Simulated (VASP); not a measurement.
# WC in VASP: a series of runs

WC is run at these levels: PBE; tasks: single point.

All numbers are computed with VASP 6.6.1; they aren't measurements. Logs are shortened: lines on timing, memory, paths and dates and some standing lists are left out, and cuts for length are marked.

### 1 The cell of the first run

It takes space group Pm-3m (No. 221, cubic). Conventional cell: a = 2.724 Å, b = 2.724 Å, c = 2.724 Å, α = 90.00°, β = 90.00°, γ = 90.00°. W (site symmetry m-3m) has 8 C at 2.36 Å and 6 W at 2.72 Å within 3.1 Å. Within 3.1 Å of C (site symmetry m-3m) lie 8 W at 2.36 Å and 6 C at 2.72 Å.

The cell was generated, and may not be a known phase.

### 2 Single point, PBE

Contents of INCAR:

```
PREC = Accurate
ENCUT = 600
EDIFF = 1E-6
ISMEAR = 0
SIGMA = 0.2
LREAL = False
LASPH = True
NELM = 120
ALGO = Normal
ISIF = 2
LWAVE = False
LCHARG = False
GGA = PE
NBANDS = 16
GGA_COMPAT = False
```

Contents of KPOINTS:

```
regular mesh
0
Gamma
  6 6 6
```

Contents of POSCAR:

```
WC
1.0
    2.7241153286      0.0000000000      0.0000000000
    0.0000000000      2.7241153286      0.0000000000
    0.0000000000      0.0000000000      2.7241153286
W C
1 1
Direct
    0.0000000000      0.0000000000      0.0000000000
    0.5000000000      0.5000000000      0.5000000000
```

Potentials or basis: VASP PAW PBE potentials, release 64 (W_sv, C).

Launch:

```
$ cat potpaw_PBE.64/W_sv/POTCAR potpaw_PBE.64/C/POTCAR > POTCAR
$ mpirun -np 1 vasp_std > vasp.out
```

OUTCAR:

```text
PREC = Accurate
   ENCUT = 600
   EDIFF = 1E-6
   ISMEAR = 0
   LREAL = False
   LASPH = True
   NELM = 120
   ISIF = 2
   GGA = PE

 ion  position               nearest neighbor table
   1  0.000  0.000  0.000-   2 2.36   2 2.36   2 2.36   2 2.36   2 2.36   2 2.36   2 2.36   2 2.36

   2  0.500  0.500  0.500-   1 2.36   1 2.36   1 2.36   1 2.36   1 2.36   1 2.36   1 2.36   1 2.36

  LATTYP: Found a simple cubic cell.
 ALAT       =     2.7241153286

  Lattice vectors:

 A1 = (   2.7241153286,   0.0000000000,   0.0000000000)
 A2 = (   0.0000000000,   2.7241153286,   0.0000000000)
 A3 = (   0.0000000000,   0.0000000000,   2.7241153286)

Analysis of symmetry for initial positions (statically):
=====================================================================
 Subroutine PRICEL returns:
 Original cell was already a primitive cell.

 Routine SETGRP: Setting up the symmetry group for a
 simple cubic supercell.

 Subroutine GETGRP returns: Found 48 space group operations
 (whereof 48 operations were pure point group operations)
 out of a pool of 48 trial point group operations.

The static configuration has the point symmetry O_h .

Analysis of symmetry for dynamics (positions and initial velocities):
=====================================================================
 Subroutine PRICEL returns:
 Original cell was already a primitive cell.

 Routine SETGRP: Setting up the symmetry group for a
 simple cubic supercell.

 Subroutine GETGRP returns: Found 48 space group operations
 (whereof 48 operations were pure point group operations)
 out of a pool of 48 trial point group operations.

The dynamic configuration has the point symmetry O_h .

 Subroutine INISYM returns: Found 48 space group operations
 (whereof 48 operations are pure point group operations),
 and found     1 'primitive' translations

----------------------------------------------------------------------------------------

                                     Primitive cell

  volume of cell :      20.2151

  direct lattice vectors                    reciprocal lattice vectors
     2.724115329  0.000000000  0.000000000     0.367091653  0.000000000  0.000000000
     0.000000000  2.724115329  0.000000000     0.000000000  0.367091653  0.000000000
     0.000000000  0.000000000  2.724115329     0.000000000  0.000000000  0.367091653

  length of vectors
     2.724115329  2.724115329  2.724115329     0.367091653  0.367091653  0.367091653

  position of ions in fractional coordinates (direct lattice)
     0.000000000  0.000000000  0.000000000
     0.500000000  0.500000000  0.500000000

  ion indices of the primitive-cell ions
   primitive index   ion index
                 1           1
                 2           2

----------------------------------------------------------------------------------------

 KPOINTS: regular mesh

Automatic generation of k-mesh.
 Grid dimensions read from file:
 generate k-points for:    6    6    6

 Generating k-lattice:

  Cartesian coordinates                     Fractional coordinates (reciprocal lattice)
     0.061181942  0.000000000  0.000000000     0.166666667  0.000000000  0.000000000
     0.000000000  0.061181942  0.000000000     0.000000000  0.166666667  0.000000000
     0.000000000  0.000000000  0.061181942     0.000000000  0.000000000  0.166666667

  Length of vectors
     0.061181942  0.061181942  0.061181942

  Shift w.r.t. Gamma in fractional coordinates (k-lattice)
     0.000000000  0.000000000  0.000000000

 Subroutine IBZKPT returns following result:
 ===========================================

 Found     20 irreducible k-points:

 Following reciprocal coordinates:
            Coordinates               Weight
  0.000000  0.000000  0.000000      1.000000
  0.166667  0.000000  0.000000      6.000000
  0.333333  0.000000  0.000000      6.000000
  0.500000  0.000000  0.000000      3.000000
  0.166667  0.166667  0.000000     12.000000
  0.333333  0.166667  0.000000     24.000000
[... 12 lines left out ...]
  0.500000  0.500000  0.333333      6.000000
  0.500000  0.500000  0.500000      1.000000
   k-points           NKPTS =     20   k-points in BZ     NKDIM =     20   number of bands    NBANDS=     16
   number of dos      NEDOS =    301   number of ions     NIONS =      2
   total plane-waves  NPLWV =  13824
   dimension x,y,z NGX =    24 NGY =   24 NGZ =   24
   dimension x,y,z NGXF=    48 NGYF=   48 NGZF=   48
   ions per type =               1   1
   NGX,Y,Z   is equivalent  to a cutoff of  14.65, 14.65, 14.65 a.u.
   NGXF,Y,Z  is equivalent  to a cutoff of  29.29, 29.29, 29.29 a.u.
 SYSTEM =  unknown system
   PREC   = accura    normal or accurate (medium, high low for compatibility)
   ISTART =      0    job   : 0-new  1-cont  2-samecut
   ICHARG =      2    charge: 1-file 2-atom 10-const
   ISPIN  =      1    spin polarized calculation?
   LNONCOLLINEAR =      F non collinear calculations
   LSORBIT =      F    spin-orbit coupling
   LASPH  =      T    aspherical Exc in radial PAW
   ENCUT  =  600.0 eV  44.10 Ry    6.64 a.u.   5.44  5.44  5.44*2*pi/ulx,y,z
   NELM   =    120;   NELMIN=  2; NELMDL= -5     # of ELM steps
   EDIFF  = 0.1E-05   stopping-criterion for ELM
   LREAL  =      F    real-space projection
   EDIFFG = 0.1E-04   stopping-criterion for IOM
   NSW    =      0    number of steps for IOM
   IBRION =     -1    ionic relax: 0-MD 1-quasi-New 2-CG
   NFREE  =      0    steps in history (QN), initial steepest desc. (CG)
   ISIF   =      2    stress and relaxation
   ISYM   =      2    0-nonsym 1-usesym 2-fastsym
   POTIM  = 0.5000    time-step for ionic-motion
   TEBEG  =    0.0;   TEEND  =   0.0 temperature during run
   PSTRESS=    0.0 pullay stress
   NELECT =      18.0000    total number of electrons
   NUPDOWN=      -1.0000    fix difference up-down
   EMIN   =  10.00;   EMAX   =-10.00  energy-range for DOS
   EFERMI =   0.00;   METHOD = LEGACY
   ISMEAR =     0;   SIGMA  =   0.20  broadening in eV -4-tet -1-fermi 0-gaus
   EFERMI_NEDOS =   21; number of points for ismear=-14 and -15
   IALGO  =     38    algorithm
   IMIX   =      4    mixing-type and parameters
     AMIX     =   0.40;   BMIX     =  1.00
     AMIX_MAG =   1.60;   BMIX_MAG =  1.00
  volume/ion in A,a.u.               =      10.11        68.21
  Fermi-wavevector in a.u.,A,eV,Ry     =   1.574974  2.976270 33.749857  2.480544
  Thomas-Fermi vector in A             =   2.676028
   LORBIT       =      0    0 simple, 1 ext, 2 COOP (PROOUT), +10 PAW based schemes
   GGA     = PE    functional components
   LHFCALC =     F    Hartree Fock is set to
   AEXX    =    0.0000 exact exchange contribution
   IVDW    =     0    specifies the selected vdW correction
   LEPSILON=     F    determine dielectric tensor
   LRPA    =     F    only Hartree local field effects (RPA)
 non-spin polarized calculation
 Gauss-broadening in eV      SIGMA  =   0.20
  energy-cutoff  :      600.00
  volume of cell :       20.22
 maximum number of plane-waves:       691
 NGX is ok and might be reduce to    24
   NGX = 11   NGY = 11   NGZ = 11

 number of electron      17.9999999 magnetization

 Free energy of the ion-electron system (eV)
  ---------------------------------------------------
  ext. energy  EPLUGINS =         0.00000000
  ---------------------------------------------------
  free energy    TOTEN  =       -20.66124158 eV

  energy without entropy =      -20.64538071  energy(sigma->0) =      -20.65331115

 E-fermi :  12.6690     XC(G=0): -14.0400

 val. band max:       12.4482461657   @ k =   0.0000   0.0000   0.0000
 cond. band min:      12.7302816375   @ k =   0.3333   0.1667   0.1667
 fundamental gap:      0.2820354718
 Fermi energy:        12.6690332572

 k-point     1 :       0.0000    0.0000    0.0000
  band No.  band energies     occupation
      1     -62.5196      2.00000
      2     -26.3157      2.00000
      3     -26.3157      2.00000
      4     -26.3157      2.00000
      5      -3.0084      2.00000
      6       7.1706      2.00000
[... 8 lines left out ...]
     15      29.9898      0.00000
     16      29.9898      0.00000

 k-point     2 :       0.1667    0.0000    0.0000
  band No.  band energies     occupation
      1     -62.5032      2.00000
      2     -26.5802      2.00000
      3     -26.2916      2.00000
      4     -26.2916      2.00000
      5      -2.3488      2.00000
      6       7.0452      2.00000
[... 8 lines left out ...]
     15      26.6698      0.00000
     16      30.9330      0.00000

 k-point     3 :       0.3333    0.0000    0.0000
  band No.  band energies     occupation
      1     -62.4703      2.00000
      2     -27.0823      2.00000
      3     -26.2433      2.00000
      4     -26.2433      2.00000
      5      -0.6384      2.00000
      6       5.0215      2.00000
[... 8 lines left out ...]
     15      23.2891      0.00000
     16      29.2873      0.00000

 k-point     4 :       0.5000    0.0000    0.0000
  band No.  band energies     occupation
      1     -62.4537      2.00000
      2     -27.3213      2.00000
      3     -26.2189      2.00000
      4     -26.2189      2.00000
      5       1.1090      2.00000
      6       2.9096      2.00000
[... 8 lines left out ...]
     15      23.2362      0.00000
     16      25.4504      0.00000
[... 248 lines left out ...]
 k-point    18 :       0.5000    0.3333    0.3333
  band No.  band energies     occupation
      1     -62.3584      2.00000
      2     -27.0995      2.00000
      3     -26.8569      2.00000
      4     -26.8342      2.00000
      5       1.5051      2.00000
      6       4.9406      2.00000
[... 8 lines left out ...]
     15      23.9636      0.00000
     16      25.5137      0.00000

 k-point    19 :       0.5000    0.5000    0.3333
  band No.  band energies     occupation
      1     -62.3425      2.00000
      2     -27.0633      2.00000
      3     -27.0633      2.00000
      4     -26.8134      2.00000
      5       1.9299      2.00000
      6       4.7214      2.00000
[... 8 lines left out ...]
     15      23.3880      0.00000
     16      23.3880      0.00000

 k-point    20 :       0.5000    0.5000    0.5000
  band No.  band energies     occupation
      1     -62.3268      2.00000
      2     -27.0282      2.00000
      3     -27.0282      2.00000
      4     -27.0282      2.00000
      5       4.0557      2.00000
      6       4.0557      2.00000
[... 8 lines left out ...]
     15      20.5299      0.00000
     16      20.5300      0.00000

------------------------ aborting loop because EDIFF is reached ----------------------------------------

  FORCE on cell =-STRESS in cart. coord.  units (eV):
  Direction    XX          YY          ZZ          XY          YZ          ZX
  --------------------------------------------------------------------------------------
  -------------------------------------------------------------------------------------
  Total        0.1140496      0.1140496      0.1140496      0.0000000      0.0000000     -0.0000000
  in kB        9.0391584      9.0391584      9.0391584      0.0000000      0.0000000     -0.0000000
  external PRESSURE =       9.0391584 kB  Pullay stress =       0.0000000 kB

 VOLUME and BASIS-vectors are now :
 -----------------------------------------------------------------------------
  energy-cutoff  :      600.00
  volume of cell :       20.22
      direct lattice vectors                 reciprocal lattice vectors
     2.724115329  0.000000000  0.000000000     0.367091653  0.000000000  0.000000000
     0.000000000  2.724115329  0.000000000     0.000000000  0.367091653  0.000000000
     0.000000000  0.000000000  2.724115329     0.000000000  0.000000000  0.367091653

 POSITION                                       TOTAL-FORCE (eV/Angst)
 -----------------------------------------------------------------------------------
      0.00000      0.00000      0.00000         0.000000      0.000000      0.000000
      1.36206      1.36206      1.36206         0.000000      0.000000      0.000000
 -----------------------------------------------------------------------------------
    total drift:                                0.000000      0.000000      0.000000

  FREE ENERGIE OF THE ION-ELECTRON SYSTEM (eV)
  ---------------------------------------------------
  free  energy   TOTEN  =       -20.6612415828 eV

  energy  without entropy=      -20.6453807082  energy(sigma->0) =      -20.65331115
```

Wall time 3.7 s (1 thread of Intel Xeon Platinum 8488C (Sapphire Rapids), shared host); peak memory 0.14 GiB.

What came out:

| Item | Value |
| --- | --- |
| Free energy | -20.6612 eV |
| Pressure | 0.9 GPa |
| Band gap on the k mesh | zero (bands 9 and 10 overlap by 6.95 eV) |

Caveat: the k points lie up to 0.38 Å⁻¹ apart, too coarse for converged energies and pressures of a metal; spin-orbit coupling is left out, which moves the levels of the heavy elements.

### 3 Single point, PBE

This run uses another cell than the first one, of 10.19 Å³/atom.

INCAR is that of step 2.

Contents of KPOINTS:

```
regular mesh
0
Gamma
  7 7 4
```

Contents of POSCAR:

```
WC
1.0
    2.7268926219      0.0000000000      0.0000000000
    0.0000000000      2.7268926219      0.0000000000
    0.0000000000      0.0000000000      2.7413564410
W C
1 1
Direct
    0.0000000000      0.0000000000      0.0000000000
    0.5000000000      0.5000000000      0.5000000000
```

Potentials or basis: VASP PAW PBE potentials, release 64 (W_sv, C).

Launch:

```
$ cat potpaw_PBE.64/W_sv/POTCAR potpaw_PBE.64/C/POTCAR > POTCAR
$ mpirun -np 1 vasp_std > vasp.out
```

Run time: 5.9 s. Hardware: 1 thread of Intel Xeon Platinum 8488C (Sapphire Rapids), shared host; peak memory 0.12 GiB.

It converged, with:

* Free energy: -20.5319 eV
* Pressure: 1.1 GPa
* Band gap on the k mesh: zero (bands 9 and 10 overlap by 4.31 eV)

Stress tensor (GPa, compression positive):
```
1.26 0.00 0.00
0.00 1.26 0.00
0.00 0.00 0.87
```

Levels at points of the mesh, in eV from the Fermi level:
```
           k point  band 5  band 6  band 7  band 8  band 9  band 10  band 11  band 12  band 13  band 14
(0.00, 0.00, 0.00)  -15.18   -4.99   -4.87    0.09    0.22     0.22     3.01     3.03     3.03     7.05
(0.00, 0.00, 0.50)  -11.14   -9.31   -3.91   -3.13   -3.13     3.50     4.59     7.09     7.09     9.84
```

Caveat: the k points lie up to 0.57 Å⁻¹ apart, too coarse for converged energies and pressures of a metal; spin-orbit coupling is left out, which moves the levels of the heavy elements.

The gap in the log of VASP goes by the Fermi energy; the results here count the filled bands.